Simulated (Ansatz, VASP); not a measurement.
**WC: VASP and Ansatz over several settings**

```xyz
2
Lattice="1.6403 -2.1180 0.0000 1.6403 2.1180 0.0000 0.0000 0.0000 4.3094" Properties=species:S:1:pos:R:3 pbc="T T T"
W     1.6403    0.0000    2.1547
C     0.0000    0.0000    0.0000
```

Single points on this cell with VASP 6.6.1 and Ansatz 0.2.0. Each row is one pair of runs. Alike in all rows: spin: off; VASP's potentials, cutoff: VASP PAW PBE potentials, release 64 (W_sv, C), 520 eV; Ansatz's potentials, cutoff: Ansatz PAW, 420 eV.

```tsv
level	k mesh	smearing	gap on the k mesh at the Fermi level (eV), VASP	gap on the k mesh at the Fermi level (eV), Ansatz
PBEsol-based global hybrid	5 × 5 × 3	fermi-dirac, width 0.05 eV	none	none
B3LYP	5 × 5 × 3	fermi-dirac, width 0.05 eV	none	none
PBE	10 × 10 × 6	gaussian, width 0.029 eV	none	none
PBE	10 × 10 × 6	gaussian, width 0.03 eV	none	none
```

A gap of «none» marks a metal or a gap that the smearing closes.

The k mesh is coarse in some rows, so the values compare programs but aren't converged. Spin-orbit coupling is off throughout.
